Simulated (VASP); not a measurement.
Wanted: the native input for a VASP 6.6.1 run.

```yaml
Task: relaxation of cell and atoms
Functional: PBE
Potentials_or_basis: VASP PAW PBE potentials, release 64 (Hf_pv, H)
Cutoff: 600 eV
k_mesh: 8 × 8 × 8
Occupations: gaussian, width 0.1 eV
Spin: no spin polarisation
Dipole_correction: no
Further_INCAR_settings: ALGO = Normal; EDIFF = 1e-07; IBRION = 2; EDIFFG = -0.001; NSW = 80; ISIF = 3
```

The structure of Hf4H3 lies in POSCAR:

```
Hf4H3
1.0
    4.5973516123      0.0000000000      0.0000000000
    0.0000000000      4.5973516123      0.0000000000
    0.0000000000      0.0000000000      4.6895523517
Hf H
4 3
Direct
    0.2561405952      0.2561405952      0.2607295128
    0.7438594048      0.7438594048      0.2607295128
    0.7438594048      0.2561405952      0.7392704872
    0.2561405952      0.7438594048      0.7392704872
    0.0000000000      0.0000000000      0.0000000000
    0.0000000000      0.0000000000      0.5000000000
    0.5000000000      0.5000000000      0.0000000000
```

The input as run:

INCAR

```
SYSTEM = Hf4H3
ALGO = Normal
EDIFF = 1E-7
EDIFFG = -0.001
ENCUT = 600
GGA = PE
IBRION = 2
ISIF = 3
ISMEAR = 0
LASPH = .True.
LCHARG = .False.
LREAL = .False.
LWAVE = .False.
NELM = 100
NSW = 80
PREC = Accurate
SIGMA = 0.1
```

KPOINTS

```
k-points
0
Gamma
  8 8 8
  0 0 0
```

Potentials or basis: VASP PAW PBE potentials, release 64 (Hf_pv, H).

The run is started by

```bash
$ cat potpaw_PBE.64/Hf_pv/POTCAR potpaw_PBE.64/H/POTCAR > POTCAR
$ mpirun -np 1 vasp_std > vasp.out
```

It gave:

| Quantity | Value |
| --- | --- |
| Relaxed volume | 14.09 Å³/atom |
| Relaxed cell | a = 4.593 Å, b = 4.593 Å, c = 4.677 Å, α = 90.00°, β = 90.00°, γ = 90.00° |
| Space group after relaxing (to 0.1 Å) | P-42m (No. 111) |
| Energy gained by relaxing | 0.1 meV/atom |
| Ionic steps | 9 |
| Pressure after relaxing | 0.0 GPa |
| Band gap on the k mesh | zero (an odd number of electrons rules out a gap without spin polarisation) |

Caveat: spin-orbit coupling is left out, which moves the levels of the heavy elements; an odd number of electrons without spin polarisation forces a metal; a magnetic or distorted state may lie lower.

Wall time 13 min on 1 thread of Intel(R) Xeon(R) Platinum 8488C (Sapphire Rapids), on a shared host, peak memory 0.37 GiB.
